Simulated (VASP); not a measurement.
Here is a VASP 6.6.1 calculation.

INCAR

```
SYSTEM = Ti2Al11
PREC = Accurate ; ENCUT = 520
EDIFF = 1E-6 ; ISMEAR = 0
SIGMA = 0.1 ; LREAL = .FALSE.
LASPH = .TRUE. ; NELM = 80
ALGO = Normal ; ISIF = 2
LWAVE = .FALSE. ; LCHARG = .TRUE.
LDIPOL = .TRUE. ; IDIPOL = 3
DIPOL = 0.5 0.5 0.492 ; GGA = PE
IVDW = 12 ; LELF = .TRUE.
LVHAR = .TRUE. ; LVACPOTAV = .TRUE.
NBANDS = 40
```

Contents of KPOINTS:

```
Automatic mesh
0
G
  6 6 1
  0 0 0
```

The input POSCAR:

```
Ti2Al11
1.0
    5.0624878765      0.0000000017      0.0000000000
    2.1766900800      4.5706458839      0.0000000000
    0.0000000000      0.0000000000     25.1081395792
Al Ti
11 2
Direct
    0.5000000000      0.0000000000      0.3385356360
    0.0000000000      0.5000000000      0.3385356360
    0.0000000000      0.0000000000      0.3923570976
    0.0000000000      0.5000000000      0.4461785488
    0.5000000000      0.0000000000      0.4461785488
    0.5000000000      0.5000000000      0.5049985080
    0.5000000000      0.0000000000      0.5536031454
    0.0000000000      0.5000000000      0.5536031454
    0.0000000000      0.0000000000      0.6107577226
    0.0000000000      0.5000000000      0.6617201055
    0.5000000000      0.0000000000      0.6617201055
    0.5000000000      0.5000000000      0.3923570976
    0.0000000000      0.0000000000      0.5010682431
```

Potentials or basis: VASP PAW PBE potentials, release 64 (Al, Ti_sv).

Command:

```console
$ cat potpaw_PBE.64/Al/POTCAR potpaw_PBE.64/Ti_sv/POTCAR > POTCAR
$ mpirun -np 1 vasp_std > vasp.out
```

Question: Predict the largest force.

Answer: 0.714 eV/Å.

Question: Predict the dispersion energy per atom.

Answer: -0.279 eV.

Forces in eV/Å, atoms in the order of the input:
```
Al   0.000  0.000  0.403
Al   0.000  0.000  0.403
Al   0.000  0.000 -0.714
Al   0.000  0.000 -0.001
Al   0.000  0.000 -0.001
Al   0.000  0.000 -0.003
Al   0.000  0.000  0.007
Al   0.000  0.000  0.007
Al   0.000  0.000  0.012
Al   0.000  0.000 -0.010
Al   0.000  0.000 -0.010
Ti   0.000  0.000 -0.096
Ti   0.000  0.000  0.001
```
